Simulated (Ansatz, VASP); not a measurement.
# One calculation of ZnS, two programs

```
Zn S
1.0
     3.78223    0.00000    0.00000
    -1.89112    3.27551    0.00000
     0.00000    0.00000    6.20815
Zn S
2 2
Direct
  0.33333 0.66667 0.98155
  0.66667 0.33333 0.48155
  0.33333 0.66667 0.39345
  0.66667 0.33333 0.89345
```

Change from the starting cell: polar distortion scaled by 0.70.

Alike in both runs: task single point; functional PBEsol; k mesh 12 × 12 × 6; no spin polarisation.

|  | VASP | Ansatz |
| --- | --- | --- |
| version | VASP 6.6.1 | Ansatz 0.2.0 |
| potentials or method | VASP PAW PBE potentials, release 64 (Zn, S), cutoff 520 eV | scalar-relativistic, plane waves, PAW |
| occupations | gaussian, width 0.01 eV | fixed |
| valence electrons in the cell | 36 | 36 |

Ansatz gave:

* gap on the k mesh at the Fermi level (eV): 2.25
* least direct gap on the mesh (eV): 2.25
* pressure (GPa): 1.6
* traceless stress, the component that is largest in VASP (GPa): -4.36
* rms of the force components (eV/Å): 0.458

Question: Estimate VASP's values.

Answer: gap on the k mesh at the Fermi level (eV): 2.26; least direct gap on the mesh (eV): 2.26; pressure (GPa): 1.9; traceless stress, the component that is largest in VASP (GPa): -4.42; rms of the force components (eV/Å): 0.462.

VASP's potentials were made for PBE, not for PBEsol, and Ansatz warns of the same on its side. Atom by atom the forces differ by 0.004 eV/Å (rms over components).
